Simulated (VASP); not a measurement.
# Zn3SeS2 (I-4m2) in VASP: notebook, part 2 of 2

VASP 6.6.1. Earlier steps stand in the parts before.

**4. Relaxation of cell and atoms, PBE**

The input, INCAR:

```
  ALGO = Normal
  EDIFF = 1E-6
  EDIFFG = -0.04
  ENCUT = 600
  GGA = PE
  IBRION = 2
  ISIF = 3
  ISMEAR = 0
  LASPH = True
  LCHARG = False
  LREAL = False
  LWAVE = False
  NELM = 80
  NSW = 90
  PREC = Accurate
  SIGMA = 0.1
```

The input, KPOINTS:

```
k-points
0
Gamma
  6 6 6
```

The input, POSCAR:

```
Zn3SeS2
1.0
   -1.9164385600      1.9164385600      8.1307602300
    1.9164385600     -1.9164385600      8.1307602300
    1.9164385600      1.9164385600     -8.1307602300
Zn Se S
3 1 2
Direct
    0.6666666700      0.6666666700      0.0000000000
    0.0000000000      0.0000000000      0.0000000000
    0.3333333300      0.3333333300      0.0000000000
    0.7500000000      0.2500000000      0.5000000000
    0.0833333300      0.5833333300      0.5000000000
    0.4166666700      0.9166666700      0.5000000000
```

Potentials or basis: VASP PAW PBE potentials, release 64 (Zn, Se, S).

Run with:

```sh
> cat potpaw_PBE.64/Zn/POTCAR potpaw_PBE.64/Se/POTCAR potpaw_PBE.64/S/POTCAR > POTCAR
> mpirun -np 1 vasp_std > vasp.out
```

OUTCAR:

```text
EDIFF = 1E-6
   EDIFFG = -0.04
   ENCUT = 600
   GGA = PE
   IBRION = 2
   ISIF = 3
   ISMEAR = 0
   LASPH = True
   LREAL = False
   NELM = 80
   NSW = 90
   PREC = Accurate

 ion  position               nearest neighbor table
   1  0.667  0.667  0.000-   4 2.35   4 2.35   5 2.35   5 2.35
   2  0.000  0.000  0.000-   6 2.35   5 2.35   5 2.35   6 2.35
   3  0.333  0.333  0.000-   4 2.35   4 2.35   6 2.35   6 2.35
   4  0.750  0.250  0.500-   1 2.35   3 2.35   3 2.35   1 2.35
   5  0.083  0.583  0.500-   2 2.35   2 2.35   1 2.35   1 2.35
   6  0.417  0.917  0.500-   2 2.35   2 2.35   3 2.35   3 2.35

  LATTYP: Found a body centered tetragonal cell.
 ALAT       =     3.8328771200
 C/A-ratio  =     4.2426406981

  Lattice vectors:

 A1 = (  -1.9164385600,   1.9164385600,   8.1307602300)
 A2 = (   1.9164385600,  -1.9164385600,   8.1307602300)
 A3 = (   1.9164385600,   1.9164385600,  -8.1307602300)

Analysis of symmetry for initial positions (statically):
=====================================================================
 Subroutine PRICEL returns:
 Original cell was already a primitive cell.

 Routine SETGRP: Setting up the symmetry group for a
 body centered tetragonal supercell.

 Subroutine GETGRP returns: Found  8 space group operations
 (whereof  8 operations were pure point group operations)
 out of a pool of 16 trial point group operations.

The static configuration has the point symmetry D_2d.

Analysis of symmetry for dynamics (positions and initial velocities):
=====================================================================
 Subroutine PRICEL returns:
 Original cell was already a primitive cell.

 Routine SETGRP: Setting up the symmetry group for a
 body centered tetragonal supercell.

 Subroutine GETGRP returns: Found  8 space group operations
 (whereof  8 operations were pure point group operations)
 out of a pool of 16 trial point group operations.

The dynamic configuration has the point symmetry D_2d.
[... 134 lines left out ...]
   AEXX    =    0.0000 exact exchange contribution
   IVDW    =     0    specifies the selected vdW correction
   LEPSILON=     F    determine dielectric tensor
   LRPA    =     F    only Hartree local field effects (RPA)
 conjugate gradient relaxation of ions
 non-spin polarized calculation
 Gauss-broadening in eV      SIGMA  =   0.10
  energy-cutoff  :      600.00
  volume of cell :      119.45
 maximum number of plane-waves:      4026
 NGX is ok and might be reduce to    70
   NGX = 35   NGY = 35   NGZ = 35

--------------------------------------- Ionic step        1  -------------------------------------------

 number of electron      54.0000001 magnetization

 Free energy of the ion-electron system (eV)
  ---------------------------------------------------
  ext. energy  EPLUGINS =         0.00000000
  ---------------------------------------------------
  free energy    TOTEN  =       -19.46080316 eV

  energy without entropy =      -19.46080316  energy(sigma->0) =      -19.46080316

------------------------ aborting loop because EDIFF is reached ----------------------------------------

  FORCE on cell =-STRESS in cart. coord.  units (eV):
  Direction    XX          YY          ZZ          XY          YZ          ZX
  --------------------------------------------------------------------------------------
  -------------------------------------------------------------------------------------
  Total        4.0990336      4.0990336      4.0003664      0.0000000      0.0000000      0.0000000
  in kB       54.9808081     54.9808081     53.6573733      0.0000000      0.0000000      0.0000000
  external PRESSURE =      54.5396631 kB  Pullay stress =       0.0000000 kB
[... 227 lines left out ...]
--------------------------------------- Ionic step        7  -------------------------------------------

 number of electron      54.0000005 magnetization

 Free energy of the ion-electron system (eV)
  ---------------------------------------------------
  ext. energy  EPLUGINS =         0.00000000
  ---------------------------------------------------
  free energy    TOTEN  =       -19.68139087 eV

  energy without entropy =      -19.68139087  energy(sigma->0) =      -19.68139087

 E-fermi :   2.1616     XC(G=0):  -9.3876

 val. band max:        1.7334629311   @ k =   0.0000   0.0000   0.0000
 cond. band min:       3.3412751301   @ k =   0.0000   0.0000   0.0000
 fundamental gap:      1.6078121990
 Fermi energy:         2.1616304199

 k-point     1 :       0.0000    0.0000    0.0000
  band No.  band energies     occupation
      1     -11.3159      2.00000
      2     -10.5228      2.00000
      3     -10.5196      2.00000
      4      -4.6747      2.00000
      5      -4.6729      2.00000
      6      -4.6534      2.00000
[... 829 lines left out ...]
     31       6.4821      0.00000
     32       7.0720      0.00000

 [... further k-points ...]

------------------------ aborting loop because EDIFF is reached ----------------------------------------

  FORCE on cell =-STRESS in cart. coord.  units (eV):
  Direction    XX          YY          ZZ          XY          YZ          ZX
  --------------------------------------------------------------------------------------
  -------------------------------------------------------------------------------------
  Total       -0.0881701     -0.0881701     -0.1036953      0.0000000      0.0000000      0.0000000
  in kB       -1.1033547     -1.1033547     -1.2976364      0.0000000      0.0000000      0.0000000
  external PRESSURE =      -1.1681153 kB  Pullay stress =       0.0000000 kB
[... 21 lines left out ...]
  FREE ENERGIE OF THE ION-ELECTRON SYSTEM (eV)
  ---------------------------------------------------
  free  energy   TOTEN  =       -19.6813908658 eV

  energy  without entropy=      -19.6813908658  energy(sigma->0) =      -19.68139087

 reached required accuracy - stopping structural energy minimisation
```

OSZICAR:

```text
N       E                     dE             d eps       ncg     rms          rms(c)
DAV:   1     0.424219982530E+03    0.42422E+03   -0.28099E+04  1920   0.225E+03
DAV:   2     0.268560026075E+02   -0.39736E+03   -0.38980E+03  1960   0.456E+02
DAV:   3    -0.191758115712E+02   -0.46032E+02   -0.45638E+02  2208   0.147E+02
[... 70 lines left out ...]
DAV:   1    -0.196815905435E+02   -0.35272E-03   -0.29452E-02  2144   0.133E+00    0.158E-01
DAV:   2    -0.196814351726E+02    0.15537E-03   -0.31642E-03  2608   0.749E-01    0.633E-02
DAV:   3    -0.196814093347E+02    0.25838E-04   -0.18300E-04  2272   0.983E-02    0.409E-02
DAV:   4    -0.196813918036E+02    0.17531E-04   -0.44108E-05  2464   0.831E-02    0.119E-02
DAV:   5    -0.196813908658E+02    0.93786E-06   -0.93330E-06  2288   0.628E-02
   7 F= -.19681391E+02 E0= -.19681391E+02  d E =-.357519E-02
```

It took 53 min on 1 thread of Intel Xeon 8259CL, shared host; peak memory 0.84 GiB.

Results:

```
Free energy                           : -19.6814 eV
Relaxed volume                        : 21.34 Å³/atom
Relaxed cell                          : a = 8.766 Å, b = 8.766 Å, c = 8.766 Å, α = 154.14°, β = 154.14°, γ = 36.90°
Space group after relaxing (to 0.1 Å) : I-4m2 (No. 119)
Energy gained by relaxing             : 36.8 meV/atom
Ionic steps                           : 7
Pressure after relaxing               : -0.1 GPa
Largest force after relaxing          : 0.020 eV/Å
Band gap on the k mesh                : 1.61 eV
```

Forces on the atoms (eV/Å):
```
Zn   0.000  0.000  0.018
Zn   0.000  0.000  0.000
Zn   0.000  0.000 -0.018
Se   0.000  0.000  0.000
S    0.000  0.000 -0.020
S    0.000  0.000  0.020
```

The path:
```tsv
step	energy change (eV)	largest force (eV/Å)	pressure (GPa)	volume (Å³)
1	0.0000	0.8946	5.45	119.45
2	-0.1737	0.3177	-1.62	131.55
3	-0.1835	0.4138	-0.51	129.08
4	-0.2025	0.2510	-0.27	128.53
5	-0.2170	0.1856	0.19	127.47
6	-0.2204	0.0487	-0.08	127.93
7	-0.2206	0.0196	-0.12	128.03
```

Final structure:
```yaml
crystal:
  lattice:
    - [-1.96190, 1.96190, 8.31579]
    - [1.96190, -1.96190, 8.31579]
    - [1.96190, 1.96190, -8.31579]
  atoms:
    - { symbol: Zn, position: [0.66060, 0.66060, 0.00000] }
    - { symbol: Zn, position: [0.00000, 0.00000, 0.00000] }
    - { symbol: Zn, position: [0.33940, 0.33940, 0.00000] }
    - { symbol: Se, position: [0.75000, 0.25000, 0.50000] }
    - { symbol: S, position: [0.08041, 0.58041, 0.50000] }
    - { symbol: S, position: [0.41959, 0.91959, 0.50000] }
```

Levels at points of the mesh, in eV from the valence-band top:
| k point | band 23 | band 24 | band 25 | band 26 | band 27 | band 28 | band 29 | band 30 | band 31 | band 32 |
| --- | --- | --- | --- | --- | --- | --- | --- | --- | --- | --- |
| (0.00, 0.00, 0.00) | -1.55 | -1.55 | -0.09 | 0.00 | 0.00 | 1.61 | 3.69 | 3.71 | 4.15 | 4.26 |
| (0.50, 0.00, 0.00) | -1.95 | -1.17 | -1.16 | -0.90 | -0.41 | 2.90 | 3.95 | 4.13 | 6.07 | 6.45 |
| (0.50, 0.50, 0.00) | -2.60 | -2.55 | -2.51 | -2.15 | -2.08 | 3.23 | 3.79 | 4.65 | 4.72 | 4.90 |
| (0.50, 0.50, 0.50) | -1.71 | -0.94 | -0.94 | -0.42 | -0.42 | 3.17 | 3.45 | 3.45 | 3.76 | 5.02 |

**5. The runs side by side**

| task | cell | cutoff (eV) | gap on the mesh (eV) | pressure (GPa) | largest force (eV/Å) |
| --- | --- | --- | --- | --- | --- |
| single point | a = 8.571 Å, angles 154.2, 154.2, 36.9°, 6 atoms, atomic positions A | 520 | 1.99 | 5.5 | 0.89 |
| single point | a = 8.747 Å, angles 154.1, 154.1, 36.9°, 6 atoms, atomic positions B | 520 | 1.65 | 0.4 | 0.04 |
| relaxation of cell and atoms | relaxed from a = 8.571 Å, angles 154.2, 154.2, 36.9°, 6 atoms, atomic positions A | 600 | 1.61 | -0.1 | 0.02 |

Alike in all rows: level PBE; potentials or basis VASP PAW PBE potentials, release 64 (Zn, Se, S); no spin polarisation; k mesh 6 × 6 × 6; smearing gaussian 0.1 eV.

Caveats: the cell stands under pressure (at least some runs).

Absolute energies hang on the potentials; compare differences alone.
